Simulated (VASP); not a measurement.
Crystal: Ag.

```
CELL_PARAMETERS angstrom
2.61913 0.00000 0.00000
0.00000 2.61913 0.00000
0.00000 0.00000 2.61913
ATOMIC_POSITIONS crystal
Ag 0.00000 0.00000 0.00000
```

| Property | Result |
| --- | --- |
| Program | VASP 6.6.1 |
| Task | relaxation of cell and atoms |
| Functional | PBEsol |
| Potentials or basis | VASP PAW PBE potentials, release 64 (Ag) |
| Cutoff | 600 eV |
| k mesh | 16 × 16 × 16 |
| Occupations | fermi-dirac, width 0.05 eV |
| Spin | no spin polarisation |

At the start: pressure 7.8 GPa; volume 17.97 Å³/atom.

Task: How do energy, volume and symmetry change on relaxing?

Result: Over 3 steps the energy falls by 30.1 meV/atom and the volume is 19.31 Å³/atom (+7.5 %); space group Pm-3m (No. 221, to 0.05 Å).

The path:
| step | energy change (eV) | largest force (eV/Å) | pressure (GPa) | volume (Å³) |
| --- | --- | --- | --- | --- |
| 1 | 0.0000 | 0.0000 | 7.79 | 17.97 |
| 2 | -0.0167 | 0.0000 | -3.97 | 20.34 |
| 3 | -0.0301 | 0.0000 | 0.00 | 19.31 |

Final structure:
```cif
data_structure
_symmetry_space_group_name_H-M 'P 1'
_symmetry_Int_Tables_number 1
_cell_length_a 2.6829
_cell_length_b 2.6829
_cell_length_c 2.6829
_cell_angle_alpha 90.000
_cell_angle_beta 90.000
_cell_angle_gamma 90.000
_cell_volume 19.31
loop_
_atom_site_label
_atom_site_type_symbol
_atom_site_fract_x
_atom_site_fract_y
_atom_site_fract_z
_atom_site_occupancy
Ag1 Ag 0.00000 0.00000 0.00000 1
```

Caveat: the PAW data sets were made with another functional, which shifts forces and pressure a little.
